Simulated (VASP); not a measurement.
The system is TiO2.

```xyz
6
Lattice="-1.8913 1.8913 4.8075 1.8913 -1.8913 4.8075 1.8913 1.8913 -4.8075" Properties=species:S:1:pos:R:3 pbc="T T T"
Ti    0.0000    0.0000    0.0000
Ti    0.0000    1.8913    2.4038
O     0.0000    1.8913    4.3955
O     0.0000    0.0000    1.9918
O     0.0000    1.8913    0.4120
O     0.0000    0.0000    7.6233
```

Base run:

- Program: VASP 6.6.1
- Functional: LDA
- Potentials or basis: VASP PAW LDA potentials, release 64 (Ti_sv, O)
- Cutoff: 520 eV
- k mesh: 6 × 6 × 8
- Occupations: gaussian, width 0.01 eV
- Spin: no spin polarisation

Its results: band gap on the k mesh 2.05 eV (least direct gap 2.46 eV); pressure -7.2 GPa; largest force 0.136 eV/Å.

**Question.** The run is repeated on the same cell with these changes: functional from LDA to PBE; potentials or basis from VASP PAW LDA potentials, release 64 (Ti_sv, O) to VASP PAW PBE potentials, release 64 (Ti_sv, O). What comes out?

**Answer.** Band gap on the k mesh 2.15 eV (least direct gap 2.55 eV); pressure 4.1 GPa; largest force 0.068 eV/Å.

Caveats: the cell stands under tension (at least some runs); the cell stands under pressure (at least some runs).

A k mesh can miss the band edges.
